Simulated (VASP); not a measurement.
MgO: single point with PBEsol

The system is MgO.

```xyz
2
Lattice="2.8983 0.0000 0.0000 -1.4492 2.5100 0.0000 0.0000 0.0000 2.6435" Properties=species:S:1:pos:R:3 pbc="T T T"
Mg    0.0000    0.0000    0.0000
O     0.0000    1.6733    1.3217
```

- Program: VASP 6.6.1
- Task: single point
- Functional: PBEsol
- Potentials or basis: VASP PAW PBE potentials, release 64 (Mg, O)
- Cutoff: 520 eV
- k mesh: 12 × 12 × 8
- Occupations: gaussian, width 0.01 eV
- Spin: no spin polarisation
- Dipole correction: no
- Further INCAR settings: ALGO = Normal; EDIFF = 1e-06; NBANDS = 11

| Item | Value |
| --- | --- |
| Pressure | 1.5 GPa |
| Band gap on the k mesh | 3.23 eV, indirect (least direct gap 3.64 eV) |

Stress tensor (GPa, compression positive):
```
1.06 0.00 0.00
0.00 1.06 0.00
0.00 0.00 2.28
```

Levels at points of the mesh, in eV from the valence-band top:
| k point | band 2 | band 3 | band 4 | band 5 | band 6 | band 7 |
| --- | --- | --- | --- | --- | --- | --- |
| (0.00, 0.00, 0.00) | -0.64 | -0.64 | -0.41 | 3.23 | 11.82 | 15.79 |
| (0.50, 0.00, 0.00) | -5.14 | -1.38 | -0.05 | 6.66 | 10.94 | 13.22 |
| (0.00, 0.00, 0.50) | -5.61 | -0.10 | -0.10 | 8.51 | 9.26 | 17.72 |
| (0.50, 0.00, 0.50) | -3.91 | -3.55 | -0.88 | 5.81 | 11.55 | 14.46 |

It took 8.1 s on 1 thread of Intel Xeon 6975P-C (shared host), peak memory 0.15 GiB.

Caveat: the PAW data sets were made with another functional, which shifts forces and pressure a little. A k mesh can miss the band edges.
